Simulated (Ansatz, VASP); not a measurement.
# One calculation of Si3N4, two programs

INCAR

```
PREC = Accurate
ENCUT = 520
EDIFF = 1E-6
ISMEAR = -1
SIGMA = 0.02
LREAL = F
LASPH = T
NELM = 60
ALGO = Normal
ISIF = 2
LWAVE = F
LCHARG = F
GGA = PE
NBANDS = 45
```

File KPOINTS:

```
Automatic mesh
0
Gamma
  6 6 8
```

POSCAR

```
Si3N4
1.0
    7.5296074153      0.0000000000      0.0000000000
   -3.7648037076      6.5208313022      0.0000000000
    0.0000000000      0.0000000000      2.9180195049
Si N
6 8
Direct
    0.2314122550      0.8259085857      0.7500000000
    0.4055036693      0.2314122550      0.2500000000
    0.8259085857      0.5944963307      0.2500000000
    0.1740914143      0.4055036693      0.7500000000
    0.5944963307      0.7685877450      0.7500000000
    0.7685877450      0.1740914143      0.2500000000
    0.3333333333      0.6666666667      0.7500000000
    0.6666666667      0.3333333333      0.2500000000
    0.9687320067      0.6699322031      0.7500000000
    0.2987998036      0.9687320067      0.2500000000
    0.6699322031      0.7012001964      0.2500000000
    0.3300677969      0.2987998036      0.7500000000
    0.0312679933      0.3300677969      0.2500000000
    0.7012001964      0.0312679933      0.7500000000
```

Input for Ansatz:

```yaml
crystal:
  lattice:
    - [7.5296074153, 0.0, 0.0]
    - [-3.7648037076, 6.5208313022, 0.0]
    - [0.0, 0.0, 2.9180195049]
  atoms:
    - { symbol: Si, position: [0.231412255, 0.8259085857, 0.75] }
    - { symbol: Si, position: [0.4055036693, 0.231412255, 0.25] }
    - { symbol: Si, position: [0.8259085857, 0.5944963307, 0.25] }
    - { symbol: Si, position: [0.1740914143, 0.4055036693, 0.75] }
    - { symbol: Si, position: [0.5944963307, 0.768587745, 0.75] }
    - { symbol: Si, position: [0.768587745, 0.1740914143, 0.25] }
    - { symbol: "N", position: [0.3333333333, 0.6666666667, 0.75] }
    - { symbol: "N", position: [0.6666666667, 0.3333333333, 0.25] }
    - { symbol: "N", position: [0.9687320067, 0.6699322031, 0.75] }
    - { symbol: "N", position: [0.2987998036, 0.9687320067, 0.25] }
    - { symbol: "N", position: [0.6699322031, 0.7012001964, 0.25] }
    - { symbol: "N", position: [0.3300677969, 0.2987998036, 0.75] }
    - { symbol: "N", position: [0.0312679933, 0.3300677969, 0.25] }
    - { symbol: "N", position: [0.7012001964, 0.0312679933, 0.75] }
kpoints:
  mp_grid: { grid: [6, 6, 8] }
  band_path:
    path:
      - [0.0, 0.0, 0.0]
      - [0.5, 0.0, 0.0]
      - [0.3333333333, 0.3333333333, 0.0]
      - [0.0, 0.0, 0.5]
      - [0.5, 0.0, 0.5]
      - [0.3333333333, 0.3333333333, 0.5]
      - [0.0, 0.0, 0.171875]
    npoints: 1
hamiltonian:
  xc: pbe
scf:
  occupations: { method: fermi_dirac, width: 0.02 }
  n_extra_bands: 7
output:
  forces: true
  stress: true
  eigenvalues: true
```

Change from the starting cell: epitaxial_xy strain -1.0%.

Alike in both runs: task single point; functional PBE; k mesh 6 × 6 × 8; occupations fermi-dirac, width 0.02 eV; no spin polarisation.

```csv
,VASP,Ansatz
version,VASP 6.6.1,Ansatz 0.2.0
potentials or method,"VASP PAW PBE potentials, release 64 (Si, N)","plane waves, PAW"
plane-wave cutoff (eV),520,420
valence electrons in the cell,64,64
```

|  | VASP | Ansatz | Ansatz less VASP |
| --- | --- | --- | --- |
| gap on the k mesh at the Fermi level (eV) | 4.17 | 4.19 | +0.014 |
| pressure (GPa) | 9.4 | 9.7 | +0.30 |
| traceless stress, the component that is largest in VASP (GPa) | -3.70 | -3.63 | +0.067 |
| rms of the force components (eV/Å) | 0.024 | 0.025 | +0.0008 |

Atom by atom the forces differ by 0.002 eV/Å (rms over components).
